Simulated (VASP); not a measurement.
# Y (Fm-3m) in VASP: a series of runs, part 2 of 2

VASP 6.6.1.

### Step 4. Electric field gradients, LDA (volume scaled by 0.99)

File INCAR:

```
SYSTEM = Y
PREC = Accurate ; ENCUT = 520
EDIFF = 1E-8 ; ISMEAR = -1
SIGMA = 0.05 ; LREAL = .False.
LASPH = .True. ; NELM = 100
ALGO = Normal ; ISIF = 2
LWAVE = .False. ; LCHARG = .False.
LEFG = .True. ; NBANDS = 12
```

File KPOINTS:

```
Automatic mesh
0
Gamma
  13 13 13
  0 0 0
```

File POSCAR:

```
Y
1.0
    0.0000000000      2.4766889011      2.4766889011
    2.4766889011      0.0000000000      2.4766889011
    2.4766889011      2.4766889011      0.0000000000
Y
1
Direct
    0.0000000000      0.0000000000      0.0000000000
```

Potentials or basis: VASP PAW LDA potentials, release 64 (Y_sv).

Command:

```sh
cat potpaw_LDA.64/Y_sv/POTCAR > POTCAR
mpirun -np 1 vasp_std > vasp.out
```

OUTCAR:

```text
SYSTEM = Y
   PREC = Accurate
   ENCUT = 520
   EDIFF = 1E-8
   ISMEAR = -1
   LREAL = .False.
   LASPH = .True.
   NELM = 100
   ISIF = 2

 ion  position               nearest neighbor table
   1  0.000  0.000  0.000-

  LATTYP: Found a face centered cubic cell.
 ALAT       =     4.9533778022

  Lattice vectors:

 A1 = (   0.0000000000,   2.4766889011,   2.4766889011)
 A2 = (   2.4766889011,   0.0000000000,   2.4766889011)
 A3 = (   2.4766889011,   2.4766889011,   0.0000000000)

[... 564 lines left out ...]
    total drift:                                0.000000     -0.000000     -0.000000

  FREE ENERGIE OF THE ION-ELECTRON SYSTEM (eV)
  ---------------------------------------------------
  free  energy   TOTEN  =        -6.9407307958 eV

  energy  without entropy=       -6.9289514878  energy(sigma->0) =       -6.93484114

 Electric field gradients (V/A^2)
---------------------------------------------------------------------
 ion       V_xx      V_yy      V_zz      V_xy      V_xz      V_yz
---------------------------------------------------------------------
   1      -0.000     0.000    -0.000     0.000     0.000     0.000
---------------------------------------------------------------------

 Electric field gradients after diagonalization (V/A^2)
 (convention: |V_zz| > |V_xx| > |V_yy|)
----------------------------------------------------------------------
 ion       V_xx      V_yy      V_zz     asymmetry (V_yy - V_xx)/ V_zz
----------------------------------------------------------------------
   1      -0.000    -0.000     0.000       0.000
----------------------------------------------------------------------

           NMR quadrupolar parameters

 Cq : quadrupolar parameter    Cq=e*Q*V_zz/h
 eta: asymmetry parameters     (V_yy - V_xx)/ V_zz
 Q  : nuclear electric quadrupole moment in mb (millibarn)
----------------------------------------------------------------------
 ion       Cq(MHz)       eta       Q (mb)
----------------------------------------------------------------------
   1       0.000       0.000       1.000
----------------------------------------------------------------------
```

stdout:

```text
POSCAR found type information on POSCAR Y
 POSCAR found :  1 types and       1 ions
 scaLAPACK will be used
 LDA part: xc-table for (Slater(with rela. corr.)+CA(PZ))
 , standard interpolation
 POSCAR, INCAR and KPOINTS ok, starting setup
 FFT: planning ... GRIDC
 FFT: planning ... GRID_SOFT
 FFT: planning ... GRID
 WAVECAR not read
 entering main loop
ion   1
```

It took 30 s on 1 thread of Intel Xeon 6975P-C (Granite Rapids), shared host; peak memory 0.17 GiB.

Results:

* Free energy: -6.9407 eV
* Pressure: -1.5 GPa

Caveat: without QUAD_EFG the Cq values of the log hold for a quadrupole moment of 1 mb, not for the nuclei.

### Step 5. Electric field gradients, LDA (volume scaled by 1.02)

File INCAR:

```
SYSTEM = Y
PREC = Accurate
ENCUT = 520
EDIFF = 1E-8
ISMEAR = -1
SIGMA = 0.05
LREAL = .False.
LASPH = .True.
NELM = 80
ALGO = Normal
ISIF = 2
LWAVE = .False.
LCHARG = .False.
LEFG = .True.
NBANDS = 12
```

File KPOINTS:

```
regular mesh
0
Gamma
  13 13 13
  0 0 0
```

File POSCAR:

```
Y
1.0
    0.0000000000      2.5014574333      2.5014574333
    2.5014574333      0.0000000000      2.5014574333
    2.5014574333      2.5014574333      0.0000000000
Y
1
Direct
    0.0000000000      0.0000000000      0.0000000000
```

Potentials or basis: VASP PAW LDA potentials, release 64 (Y_sv).

Command:

```sh
cat potpaw_LDA.64/Y_sv/POTCAR > POTCAR
mpirun -np 1 vasp_std > vasp.out
```

OUTCAR:

```text
SYSTEM = Y
   PREC = Accurate
   ENCUT = 520
   EDIFF = 1E-8
   ISMEAR = -1
   LREAL = .False.
   LASPH = .True.
   NELM = 80
   ISIF = 2

 ion  position               nearest neighbor table
   1  0.000  0.000  0.000-

  LATTYP: Found a face centered cubic cell.
 ALAT       =     5.0029148666

  Lattice vectors:

 A1 = (   0.0000000000,   2.5014574333,   2.5014574333)
 A2 = (   2.5014574333,   0.0000000000,   2.5014574333)
 A3 = (   2.5014574333,   2.5014574333,   0.0000000000)

Analysis of symmetry for initial positions (statically):
=====================================================================
 Subroutine PRICEL returns:
 Original cell was already a primitive cell.

 Routine SETGRP: Setting up the symmetry group for a
 face centered cubic supercell.

 Subroutine GETGRP returns: Found 48 space group operations
 (whereof 48 operations were pure point group operations)
 out of a pool of 48 trial point group operations.

The static configuration has the point symmetry O_h .

Analysis of symmetry for dynamics (positions and initial velocities):
=====================================================================
 Subroutine PRICEL returns:
 Original cell was already a primitive cell.

 Routine SETGRP: Setting up the symmetry group for a
 face centered cubic supercell.

 Subroutine GETGRP returns: Found 48 space group operations
 (whereof 48 operations were pure point group operations)
 out of a pool of 48 trial point group operations.

The dynamic configuration has the point symmetry O_h .

 Subroutine INISYM returns: Found 48 space group operations
 (whereof 48 operations are pure point group operations),
 and found     1 'primitive' translations

----------------------------------------------------------------------------------------

                                     Primitive cell

  volume of cell :      31.3047

  direct lattice vectors                    reciprocal lattice vectors
     0.000000000  2.501457433  2.501457433    -0.199883473  0.199883473  0.199883473
     2.501457433  0.000000000  2.501457433     0.199883473 -0.199883473  0.199883473
     2.501457433  2.501457433  0.000000000     0.199883473  0.199883473 -0.199883473

  length of vectors
     3.537595028  3.537595028  3.537595028     0.346208331  0.346208331  0.346208331

  position of ions in fractional coordinates (direct lattice)
     0.000000000  0.000000000  0.000000000

  ion indices of the primitive-cell ions
   primitive index   ion index
                 1           1

----------------------------------------------------------------------------------------

 KPOINTS: regular mesh

Automatic generation of k-mesh.
 Grid dimensions read from file:
 generate k-points for:   13   13   13

 Generating k-lattice:

[... 64 lines left out ...]
   NSW    =      0    number of steps for IOM
   IBRION =     -1    ionic relax: 0-MD 1-quasi-New 2-CG
   NFREE  =      0    steps in history (QN), initial steepest desc. (CG)
   ISIF   =      2    stress and relaxation
   ISYM   =      2    0-nonsym 1-usesym 2-fastsym
   POTIM  = 0.5000    time-step for ionic-motion
   TEBEG  =    0.0;   TEEND  =   0.0 temperature during run
   PSTRESS=    0.0 pullay stress
   NELECT =      11.0000    total number of electrons
   NUPDOWN=      -1.0000    fix difference up-down
   EMIN   =  10.00;   EMAX   =-10.00  energy-range for DOS
   EFERMI =   0.00;   METHOD = LEGACY
   ISMEAR =    -1;   SIGMA  =   0.05  broadening in eV -4-tet -1-fermi 0-gaus
   EFERMI_NEDOS =   21; number of points for ismear=-14 and -15
   IALGO  =     38    algorithm
   IMIX   =      4    mixing-type and parameters
     AMIX     =   0.40;   BMIX     =  1.00
     AMIX_MAG =   1.60;   BMIX_MAG =  1.00
  volume/ion in A,a.u.               =      31.30       211.25
  Fermi-wavevector in a.u.,A,eV,Ry     =   1.155232  2.183072 18.157810  1.334561
  Thomas-Fermi vector in A             =   2.291862
   LORBIT       =      0    0 simple, 1 ext, 2 COOP (PROOUT), +10 PAW based schemes
   GGA     = CA    functional components
   LHFCALC =     F    Hartree Fock is set to
   AEXX    =    0.0000 exact exchange contribution
   IVDW    =     0    specifies the selected vdW correction
   LEPSILON=     F    determine dielectric tensor
   LRPA    =     F    only Hartree local field effects (RPA)
 non-spin polarized calculation
  energy-cutoff  :      520.00
  volume of cell :       31.30
 maximum number of plane-waves:       877
   NGX = 13   NGY = 13   NGZ = 13

 number of electron      10.9999999 magnetization

 Free energy of the ion-electron system (eV)
  ---------------------------------------------------
  ext. energy  EPLUGINS =         0.00000000
  ---------------------------------------------------
  free energy    TOTEN  =        -6.92901103 eV

  energy without entropy =       -6.91694051  energy(sigma->0) =       -6.92297577

 E-fermi :   3.1118     XC(G=0):  -9.8273

 val. band max:        3.1098879892   @ k =   0.4615   0.2308   0.0769
 cond. band min:       3.1132804142   @ k =  -0.2308   0.3846   0.1538
 fundamental gap:      0.0033924250
 Fermi energy:         3.1117521838

 k-point     1 :       0.0000    0.0000    0.0000
  band No.  band energies     occupation
      1     -39.2434      2.00000
      2     -19.0285      2.00000
      3     -19.0285      2.00000
      4     -19.0285      2.00000
      5      -1.6849      2.00000
      6       4.8830      0.00000
      7       4.8830      0.00000
      8       4.8830      0.00000
      9       6.9734      0.00000
     10       6.9734      0.00000
     11      12.2661      0.00000
     12      15.6031      0.00000
[... 331 lines left out ...]
 k-point    24 :       0.4615    0.1538    0.0000
  band No.  band energies     occupation
      1     -39.1619      2.00000
      2     -19.6038      2.00000
      3     -19.1876      2.00000
      4     -19.1485      2.00000
      5       1.3931      2.00000
      6       3.2762      0.07196
      7       4.2733      0.00000
      8       5.2982      0.00000
      9       8.2501      0.00000
     10       8.5800      0.00000
     11      11.2352      0.00000
     12      13.5571      0.00000

 [... further k-points ...]
[... 5 lines left out ...]
  --------------------------------------------------------------------------------------
  -------------------------------------------------------------------------------------
  Total       -0.5109859     -0.5109859     -0.5109859      0.0000000      0.0000000     -0.0000000
  in kB      -26.1523175    -26.1523175    -26.1523175      0.0000000      0.0000000     -0.0000000
  external PRESSURE =     -26.1523175 kB  Pullay stress =       0.0000000 kB

 VOLUME and BASIS-vectors are now :
 -----------------------------------------------------------------------------
  energy-cutoff  :      520.00
  volume of cell :       31.30
      direct lattice vectors                 reciprocal lattice vectors
     0.000000000  2.501457433  2.501457433    -0.199883473  0.199883473  0.199883473
     2.501457433  0.000000000  2.501457433     0.199883473 -0.199883473  0.199883473
     2.501457433  2.501457433  0.000000000     0.199883473  0.199883473 -0.199883473

 POSITION                                       TOTAL-FORCE (eV/Angst)
 -----------------------------------------------------------------------------------
      0.00000      0.00000      0.00000         0.000000      0.000000      0.000000
 -----------------------------------------------------------------------------------
    total drift:                               -0.000000     -0.000000     -0.000000

  FREE ENERGIE OF THE ION-ELECTRON SYSTEM (eV)
  ---------------------------------------------------
  free  energy   TOTEN  =        -6.9290110320 eV

  energy  without entropy=       -6.9169405144  energy(sigma->0) =       -6.92297577

 Electric field gradients (V/A^2)
---------------------------------------------------------------------
 ion       V_xx      V_yy      V_zz      V_xy      V_xz      V_yz
---------------------------------------------------------------------
   1      -0.000    -0.000     0.000     0.000     0.000     0.000
---------------------------------------------------------------------

 Electric field gradients after diagonalization (V/A^2)
 (convention: |V_zz| > |V_xx| > |V_yy|)
----------------------------------------------------------------------
 ion       V_xx      V_yy      V_zz     asymmetry (V_yy - V_xx)/ V_zz
----------------------------------------------------------------------
   1      -0.000    -0.000     0.000       0.000
----------------------------------------------------------------------

           NMR quadrupolar parameters

 Cq : quadrupolar parameter    Cq=e*Q*V_zz/h
 eta: asymmetry parameters     (V_yy - V_xx)/ V_zz
 Q  : nuclear electric quadrupole moment in mb (millibarn)
----------------------------------------------------------------------
 ion       Cq(MHz)       eta       Q (mb)
----------------------------------------------------------------------
   1       0.000       0.000       1.000
----------------------------------------------------------------------
```

OSZICAR:

```text
N       E                     dE             d eps       ncg     rms          rms(c)
DAV:   1     0.250847128103E+02    0.25085E+02   -0.55949E+03  2016   0.835E+02
DAV:   2    -0.582116587657E+01   -0.30906E+02   -0.30066E+02  2432   0.167E+02
DAV:   3    -0.708974512476E+01   -0.12686E+01   -0.12534E+01  2840   0.221E+01
DAV:   4    -0.712377537489E+01   -0.34030E-01   -0.33981E-01  2332   0.338E+00
DAV:   5    -0.712429200892E+01   -0.51663E-03   -0.51662E-03  2584   0.365E-01    0.226E+01
DAV:   6    -0.696327424742E+01    0.16102E+00   -0.18904E-01  2168   0.280E+00    0.138E+01
DAV:   7    -0.693314229572E+01    0.30132E-01   -0.25632E-01  2416   0.321E+00    0.109E+00
DAV:   8    -0.692906017426E+01    0.40821E-02   -0.29634E-02  2304   0.134E+00    0.155E-01
DAV:   9    -0.692901512050E+01    0.45054E-04   -0.87275E-04  2456   0.239E-01    0.609E-02
DAV:  10    -0.692901093646E+01    0.41840E-05   -0.45059E-05  2324   0.575E-02    0.174E-02
DAV:  11    -0.692901101811E+01   -0.81649E-07   -0.68224E-06  2364   0.231E-02    0.126E-02
DAV:  12    -0.692901103174E+01   -0.13632E-07   -0.79435E-07  2276   0.811E-03    0.300E-03
DAV:  13    -0.692901103200E+01   -0.25898E-09   -0.43561E-08  2576   0.169E-03
   1 F= -.69290110E+01 E0= -.69229758E+01  d E =-.120705E-01
```

stdout:

```text
POSCAR found type information on POSCAR Y
 POSCAR found :  1 types and       1 ions
 scaLAPACK will be used
 LDA part: xc-table for (Slater(with rela. corr.)+CA(PZ))
 , standard interpolation
 POSCAR, INCAR and KPOINTS ok, starting setup
 FFT: planning ... GRIDC
 FFT: planning ... GRID_SOFT
 FFT: planning ... GRID
 WAVECAR not read
 entering main loop
ion   1
```

Run time: 30 s. Hardware: 1 thread of Intel Xeon 6975P-C (Granite Rapids), shared host; peak memory 0.18 GiB.

Results:

- Free energy: -6.9290 eV
- Pressure: -2.6 GPa

Levels at points of the mesh, in eV from the Fermi level:
```csv
k point,band 2,band 3,band 4,band 5,band 6,band 7,band 8,band 9
"(0.00, 0.00, 0.00)",-22.14,-22.14,-22.14,-4.80,1.77,1.77,1.77,3.86
```

Caveat: without QUAD_EFG the Cq values of the log hold for a quadrupole moment of 1 mb, not for the nuclei.

### Step 6. Summary

| cell | gap on the mesh (eV) | pressure (GPa) |
| --- | --- | --- |
| a = 3.467 Å, angles 60.0°, 1 atom | none | -0.1 |
| a = 3.503 Å, angles 60.0°, 1 atom | none | -1.5 |
| a = 3.538 Å, angles 60.0°, 1 atom | none | -2.6 |

Alike in all rows: task electric field gradients; level LDA; potentials or basis VASP PAW LDA potentials, release 64 (Y_sv); no spin polarisation; k mesh 13 × 13 × 13; cutoff (eV) 520; smearing fermi-dirac 0.05 eV.

Absolute energies hang on the potentials; compare differences alone.
